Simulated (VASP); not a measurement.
# Y (P6_3/mmc) in VASP: further runs

Y is run at these levels: LDA; tasks: electric field gradients.

Everything below comes from runs of VASP 6.6.1. Logs are shortened: lines on timing, memory, paths and dates and some standing lists are left out, and cuts for length are marked.

### Step 1. The cell of the first run

The structure is hexagonal, space group P6_3/mmc (No. 194). Conventional cell: a = 3.723 Å, b = 3.723 Å, c = 5.860 Å, α = 90.00°, β = 90.00°, γ = 120.00°. Y (site symmetry -6m2) has 12 Y at 3.63 to 3.72 Å within 4.8 Å.

### Step 2. Electric field gradients, LDA (volume scaled by 1.06)

INCAR

```
  ALGO = Normal
  EDIFF = 1E-8
  ENCUT = 520
  ISIF = 2
  ISMEAR = -1
  LASPH = True
  LCHARG = False
  LEFG = True
  LREAL = False
  LWAVE = False
  NBANDS = 18
  NELM = 60
  PREC = Accurate
  SIGMA = 0.08
```

KPOINTS

```
k-points
0
Gamma
  12 12 7
```

POSCAR

```
Y
1.0
    3.7231154432      0.0000000000      0.0000000000
   -1.8615577216      3.2243125550      0.0000000000
    0.0000000000      0.0000000000      5.8601227356
Y
2
Direct
    0.3333333333      0.6666666667      0.2500000000
    0.6666666667      0.3333333333      0.7500000000
```

Potentials or basis: VASP PAW LDA potentials, release 64 (Y_sv).

Command:

```bash
$ cat potpaw_LDA.64/Y_sv/POTCAR > POTCAR
$ mpirun -np 1 vasp_std > vasp.out
```

OUTCAR:

```text
EDIFF = 1E-8
   ENCUT = 520
   ISIF = 2
   ISMEAR = -1
   LASPH = True
   LREAL = False
   NELM = 60
   PREC = Accurate

 ion  position               nearest neighbor table
   1  0.333  0.667  0.250-   2 3.63   2 3.63   2 3.63   2 3.63   2 3.63   2 3.63
   2  0.667  0.333  0.750-   1 3.63   1 3.63   1 3.63   1 3.63   1 3.63   1 3.63

  LATTYP: Found a hexagonal cell.
 ALAT       =     3.7231154432
 C/A-ratio  =     1.5739836234

  Lattice vectors:

 A1 = (   3.7231154432,   0.0000000000,   0.0000000000)
 A2 = (  -1.8615577216,   3.2243125550,   0.0000000000)
 A3 = (   0.0000000000,   0.0000000000,   5.8601227356)

Analysis of symmetry for initial positions (statically):
=====================================================================
 Subroutine PRICEL returns:
 Original cell was already a primitive cell.

 Routine SETGRP: Setting up the symmetry group for a
 hexagonal supercell.

 Subroutine GETGRP returns: Found 24 space group operations
 (whereof 12 operations were pure point group operations)
 out of a pool of 24 trial point group operations.

The static configuration has the point symmetry D_3d.
 The point group associated with its full space group is D_6h.

Analysis of symmetry for dynamics (positions and initial velocities):
=====================================================================
 Subroutine PRICEL returns:
 Original cell was already a primitive cell.

 Routine SETGRP: Setting up the symmetry group for a
 hexagonal supercell.

 Subroutine GETGRP returns: Found 24 space group operations
 (whereof 12 operations were pure point group operations)
 out of a pool of 24 trial point group operations.

The dynamic configuration has the point symmetry D_3d.
 The point group associated with its full space group is D_6h.

 Subroutine INISYM returns: Found 24 space group operations
 (whereof 12 operations are pure point group operations),
 and found     1 'primitive' translations

----------------------------------------------------------------------------------------

                                     Primitive cell

  volume of cell :      70.3478

  direct lattice vectors                    reciprocal lattice vectors
     3.723115443  0.000000000  0.000000000     0.268592262  0.155071815  0.000000000
    -1.861557722  3.224312555  0.000000000     0.000000000  0.310143630  0.000000000
     0.000000000  0.000000000  5.860122736     0.000000000  0.000000000  0.170644890

  length of vectors
     3.723115443  3.723115443  5.860122736     0.310143630  0.310143630  0.170644890

  position of ions in fractional coordinates (direct lattice)
     0.333333333  0.666666667  0.250000000
     0.666666667  0.333333333  0.750000000

  ion indices of the primitive-cell ions
   primitive index   ion index
                 1           1
                 2           2

----------------------------------------------------------------------------------------

 KPOINTS: k-points

Automatic generation of k-mesh.
 Grid dimensions read from file:
 generate k-points for:   12   12    7

 Generating k-lattice:

  Cartesian coordinates                     Fractional coordinates (reciprocal lattice)
     0.022382689  0.012922651  0.000000000     0.083333333  0.000000000  0.000000000
     0.000000000  0.025845302  0.000000000     0.000000000  0.083333333  0.000000000
     0.000000000  0.000000000  0.024377841     0.000000000  0.000000000  0.142857143

  Length of vectors
     0.025845302  0.025845302  0.024377841

  Shift w.r.t. Gamma in fractional coordinates (k-lattice)
     0.000000000  0.000000000  0.000000000

 Subroutine IBZKPT returns following result:
 ===========================================

 Found     76 irreducible k-points:

 Following reciprocal coordinates:
            Coordinates               Weight
  0.000000  0.000000  0.000000      1.000000
  0.083333  0.000000  0.000000      6.000000
  0.166667  0.000000  0.000000      6.000000
  0.250000  0.000000  0.000000      6.000000
  0.333333  0.000000  0.000000      6.000000
  0.416667  0.000000  0.000000      6.000000
[... 16 lines left out ...]
  0.250000  0.000000  0.142857     12.000000
  0.333333  0.000000  0.142857     12.000000
 [... further k-points ...]
   k-points           NKPTS =     76   k-points in BZ     NKDIM =     76   number of bands    NBANDS=     18
   number of dos      NEDOS =    301   number of ions     NIONS =      2
   total plane-waves  NPLWV =  37632
   dimension x,y,z NGX =    28 NGY =   28 NGZ =   48
   dimension x,y,z NGXF=    56 NGYF=   56 NGZF=   96
   ions per type =               2
   NGX,Y,Z   is equivalent  to a cutoff of  12.50, 12.50, 13.62 a.u.
   NGXF,Y,Z  is equivalent  to a cutoff of  25.01, 25.01, 27.23 a.u.
 SYSTEM =  unknown system
   PREC   = accura    normal or accurate (medium, high low for compatibility)
   ISTART =      0    job   : 0-new  1-cont  2-samecut
   ICHARG =      2    charge: 1-file 2-atom 10-const
   ISPIN  =      1    spin polarized calculation?
   LNONCOLLINEAR =      F non collinear calculations
   LSORBIT =      F    spin-orbit coupling
   LASPH  =      T    aspherical Exc in radial PAW
   ENCUT  =  520.0 eV  38.22 Ry    6.18 a.u.   6.92  6.92 10.90*2*pi/ulx,y,z
   NELM   =     60;   NELMIN=  2; NELMDL= -5     # of ELM steps
   EDIFF  = 0.1E-07   stopping-criterion for ELM
   LREAL  =      F    real-space projection
   EDIFFG = 0.1E-06   stopping-criterion for IOM
   NSW    =      0    number of steps for IOM
   IBRION =     -1    ionic relax: 0-MD 1-quasi-New 2-CG
   NFREE  =      0    steps in history (QN), initial steepest desc. (CG)
   ISIF   =      2    stress and relaxation
   ISYM   =      2    0-nonsym 1-usesym 2-fastsym
   POTIM  = 0.5000    time-step for ionic-motion
   TEBEG  =    0.0;   TEEND  =   0.0 temperature during run
   PSTRESS=    0.0 pullay stress
   NELECT =      22.0000    total number of electrons
   NUPDOWN=      -1.0000    fix difference up-down
   EMIN   =  10.00;   EMAX   =-10.00  energy-range for DOS
   EFERMI =   0.00;   METHOD = LEGACY
   ISMEAR =    -1;   SIGMA  =   0.08  broadening in eV -4-tet -1-fermi 0-gaus
   EFERMI_NEDOS =   21; number of points for ismear=-14 and -15
   IALGO  =     38    algorithm
   IMIX   =      4    mixing-type and parameters
     AMIX     =   0.40;   BMIX     =  1.00
     AMIX_MAG =   1.60;   BMIX_MAG =  1.00
  volume/ion in A,a.u.               =      35.17       237.37
  Fermi-wavevector in a.u.,A,eV,Ry     =   1.111217  2.099896 16.800523  1.234804
  Thomas-Fermi vector in A             =   2.247778
   LORBIT       =      0    0 simple, 1 ext, 2 COOP (PROOUT), +10 PAW based schemes
   GGA     = CA    functional components
   LHFCALC =     F    Hartree Fock is set to
   AEXX    =    0.0000 exact exchange contribution
   IVDW    =     0    specifies the selected vdW correction
   LEPSILON=     F    determine dielectric tensor
   LRPA    =     F    only Hartree local field effects (RPA)
 non-spin polarized calculation
  energy-cutoff  :      520.00
  volume of cell :       70.35
 maximum number of plane-waves:      1914
 NGX is ok and might be reduce to    28
   NGX = 13   NGY = 13   NGZ = 21

 number of electron      21.9999999 magnetization

 Free energy of the ion-electron system (eV)
  ---------------------------------------------------
  ext. energy  EPLUGINS =         0.00000000
  ---------------------------------------------------
  free energy    TOTEN  =       -13.71978099 eV

  energy without entropy =      -13.63284335  energy(sigma->0) =      -13.67631217

 E-fermi :   2.5029     XC(G=0):  -9.3786

 val. band max:        2.4990590399   @ k =   0.4167   0.0833   0.4286
 cond. band min:       2.5067938618   @ k =   0.2500   0.2500   0.4286
 fundamental gap:      0.0077348220
 Fermi energy:         2.5028764428

 k-point     1 :       0.0000    0.0000    0.0000
  band No.  band energies     occupation
      1     -40.1270      2.00000
      2     -40.0718      2.00000
      3     -20.4533      2.00000
      4     -20.0706      2.00000
      5     -20.0706      2.00000
      6     -19.9981      2.00000
[... 10 lines left out ...]
     17       5.0795      0.00000
     18       5.0795      0.00000
[... 463 lines left out ...]
 k-point    24 :       0.3333    0.0000    0.1429
  band No.  band energies     occupation
      1     -40.0936      2.00000
      2     -40.0651      2.00000
      3     -20.3514      2.00000
      4     -20.2618      2.00000
      5     -20.2308      2.00000
      6     -20.1375      2.00000
[... 10 lines left out ...]
     17       6.0702      0.00000
     18       6.2614      0.00000

 [... further k-points ...]

------------------------ aborting loop because EDIFF is reached ----------------------------------------

  FORCE on cell =-STRESS in cart. coord.  units (eV):
  Direction    XX          YY          ZZ          XY          YZ          ZX
  --------------------------------------------------------------------------------------
  -------------------------------------------------------------------------------------
  Total       -2.4193086     -2.4193086     -2.6766653      0.0000000      0.0000000      0.0000000
  in kB      -55.0999882    -55.0999882    -60.9613111      0.0000000      0.0000000      0.0000000
  external PRESSURE =     -57.0537625 kB  Pullay stress =       0.0000000 kB

 VOLUME and BASIS-vectors are now :
 -----------------------------------------------------------------------------
  energy-cutoff  :      520.00
  volume of cell :       70.35
      direct lattice vectors                 reciprocal lattice vectors
     3.723115443  0.000000000  0.000000000     0.268592262  0.155071815  0.000000000
    -1.861557722  3.224312555  0.000000000     0.000000000  0.310143630  0.000000000
     0.000000000  0.000000000  5.860122736     0.000000000  0.000000000  0.170644890

 POSITION                                       TOTAL-FORCE (eV/Angst)
 -----------------------------------------------------------------------------------
     -0.00000      2.14954      1.46503         0.000000      0.000000      0.000000
      1.86156      1.07477      4.39509        -0.000000     -0.000000      0.000000
 -----------------------------------------------------------------------------------
    total drift:                               -0.000000      0.000000     -0.000000

  FREE ENERGIE OF THE ION-ELECTRON SYSTEM (eV)
  ---------------------------------------------------
  free  energy   TOTEN  =       -13.7197809945 eV

  energy  without entropy=      -13.6328433472  energy(sigma->0) =      -13.67631217

 Electric field gradients (V/A^2)
---------------------------------------------------------------------
 ion       V_xx      V_yy      V_zz      V_xy      V_xz      V_yz
---------------------------------------------------------------------
   1     -11.004   -11.005    22.009    -0.000     0.000    -0.000
   2     -11.004   -11.005    22.009    -0.000    -0.000     0.000
---------------------------------------------------------------------

 Electric field gradients after diagonalization (V/A^2)
 (convention: |V_zz| > |V_xx| > |V_yy|)
----------------------------------------------------------------------
 ion       V_xx      V_yy      V_zz     asymmetry (V_yy - V_xx)/ V_zz
----------------------------------------------------------------------
   1     -11.005   -11.004    22.009       0.000
   2     -11.005   -11.004    22.009       0.000
----------------------------------------------------------------------

           NMR quadrupolar parameters

 Cq : quadrupolar parameter    Cq=e*Q*V_zz/h
 eta: asymmetry parameters     (V_yy - V_xx)/ V_zz
 Q  : nuclear electric quadrupole moment in mb (millibarn)
----------------------------------------------------------------------
 ion       Cq(MHz)       eta       Q (mb)
----------------------------------------------------------------------
   1       0.053       0.000       1.000
   2       0.053       0.000       1.000
----------------------------------------------------------------------
```

It took 51 s on 1 thread of AMD EPYC 9R45 (Zen 5), shared host; peak memory 0.2 GiB.

What came out:

| Quantity | Value |
| --- | --- |
| Free energy | -13.7198 eV |
| Pressure | -5.7 GPa |
| Band gap on the k mesh | zero (band 11 reaches 3.26 eV, above the bottom of band 12 at 2.09 eV) |

Electric field gradients, principal values (V/Å²):
| atom | least | middle | greatest (by size) |
| --- | --- | --- | --- |
| 1 Y | -11.004 | -11.005 | 22.009 |
| 2 Y | -11.004 | -11.005 | 22.009 |

Caveat: without QUAD_EFG the Cq values of the log hold for a quadrupole moment of 1 mb, not for the nuclei.

### Step 3. Electric field gradients, LDA (volume scaled by 1.06)

INCAR

```
SYSTEM = Y
  ALGO = Normal
  EDIFF = 1E-8
  ENCUT = 520
  GGA = CA
  ISIF = 2
  ISMEAR = -1
  LASPH = .True.
  LCHARG = .False.
  LEFG = .True.
  LREAL = .False.
  LWAVE = .False.
  NBANDS = 18
  NELM = 80
  PREC = Accurate
  SIGMA = 0.08
```

KPOINTS

```
k-points
0
Gamma
  12 12 7
  0 0 0
```

POSCAR is that of step 2.

Potentials or basis: VASP PAW LDA potentials, release 64 (Y_sv).

Command:

```bash
$ cat potpaw_LDA.64/Y_sv/POTCAR > POTCAR
$ mpirun -np 1 vasp_std > vasp.out
```

OUTCAR:

```text
SYSTEM = Y
   EDIFF = 1E-8
   ENCUT = 520
   GGA = CA
   ISIF = 2
   ISMEAR = -1
   LASPH = .True.
   LREAL = .False.
   NELM = 80
   PREC = Accurate

 ion  position               nearest neighbor table
   1  0.333  0.667  0.250-   2 3.63   2 3.63   2 3.63   2 3.63   2 3.63   2 3.63
   2  0.667  0.333  0.750-   1 3.63   1 3.63   1 3.63   1 3.63   1 3.63   1 3.63

  LATTYP: Found a hexagonal cell.
 ALAT       =     3.7231154432
 C/A-ratio  =     1.5739836234

  Lattice vectors:

 A1 = (   3.7231154432,   0.0000000000,   0.0000000000)
 A2 = (  -1.8615577216,   3.2243125550,   0.0000000000)
 A3 = (   0.0000000000,   0.0000000000,   5.8601227356)
[... 718 lines left out ...]
  free  energy   TOTEN  =       -13.7197809945 eV

  energy  without entropy=      -13.6328433472  energy(sigma->0) =      -13.67631217

 Electric field gradients (V/A^2)
---------------------------------------------------------------------
 ion       V_xx      V_yy      V_zz      V_xy      V_xz      V_yz
---------------------------------------------------------------------
   1     -11.004   -11.005    22.009    -0.000     0.000    -0.000
   2     -11.004   -11.005    22.009    -0.000    -0.000     0.000
---------------------------------------------------------------------

 Electric field gradients after diagonalization (V/A^2)
 (convention: |V_zz| > |V_xx| > |V_yy|)
----------------------------------------------------------------------
 ion       V_xx      V_yy      V_zz     asymmetry (V_yy - V_xx)/ V_zz
----------------------------------------------------------------------
   1     -11.005   -11.004    22.009       0.000
   2     -11.005   -11.004    22.009       0.000
----------------------------------------------------------------------

           NMR quadrupolar parameters

 Cq : quadrupolar parameter    Cq=e*Q*V_zz/h
 eta: asymmetry parameters     (V_yy - V_xx)/ V_zz
 Q  : nuclear electric quadrupole moment in mb (millibarn)
----------------------------------------------------------------------
 ion       Cq(MHz)       eta       Q (mb)
----------------------------------------------------------------------
   1       0.053       0.000       1.000
   2       0.053       0.000       1.000
----------------------------------------------------------------------
```

Wall time 53 s (1 thread of AMD EPYC 9R45 (Zen 5), shared host); peak memory 0.19 GiB.

Results:

| Item | Value |
| --- | --- |
| Free energy | -13.7198 eV |
| Pressure | -5.7 GPa |
| Band gap on the k mesh | zero (band 11 reaches 3.26 eV, above the bottom of band 12 at 2.09 eV) |

Electric field gradients, principal values (V/Å²):
```
atom    least   middle  greatest (by size)
 1 Y  -11.004  -11.005              22.009
 2 Y  -11.004  -11.005              22.009
```

Caveat: without QUAD_EFG the Cq values of the log hold for a quadrupole moment of 1 mb, not for the nuclei.

(Part 1 of 3 ends here.)
